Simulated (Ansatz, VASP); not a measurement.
SnO2: VASP beside Ansatz

```xyz
6
Lattice="4.7284 0.0000 0.0000 0.0000 4.7284 0.0000 0.0000 0.0000 3.1721" Properties=species:S:1:pos:R:3 pbc="T T T"
Sn    0.0000    0.0000    0.0000
Sn    2.3642    2.3642    1.5861
O     1.4496    1.4496    0.0000
O     0.9146    3.8138    1.5861
O     3.2788    3.2788    0.0000
O     3.8138    0.9146    1.5861
```

Alike in both runs: task single point; functional PBE; k mesh 4 × 4 × 6; no spin polarisation.

|  | VASP | Ansatz |
| --- | --- | --- |
| version | VASP 6.6.1 | Ansatz 0.2.0 |
| potentials or method | VASP PAW PBE potentials, release 64 (Sn_d, O) | plane waves, PAW |
| plane-wave cutoff (eV) | 520 | 420 |
| occupations | gaussian, width 0.01 eV | fixed |
| valence electrons in the cell | 52 | 52 |

Ansatz gave:

| Item | Value |
| --- | --- |
| gap on the k mesh at the Fermi level (eV) | 1.38 |
| pressure (GPa) | 13.1 |
| traceless stress, the component that is largest in VASP (GPa) | 2.61 |
| rms of the force components (eV/Å) | 0.111 |

Estimate VASP's values.

gap on the k mesh at the Fermi level (eV): 1.37; pressure (GPa): 13.8; traceless stress, the component that is largest in VASP (GPa): 2.84; rms of the force components (eV/Å): 0.120.

Atom by atom the forces differ by 0.009 eV/Å (rms over components).
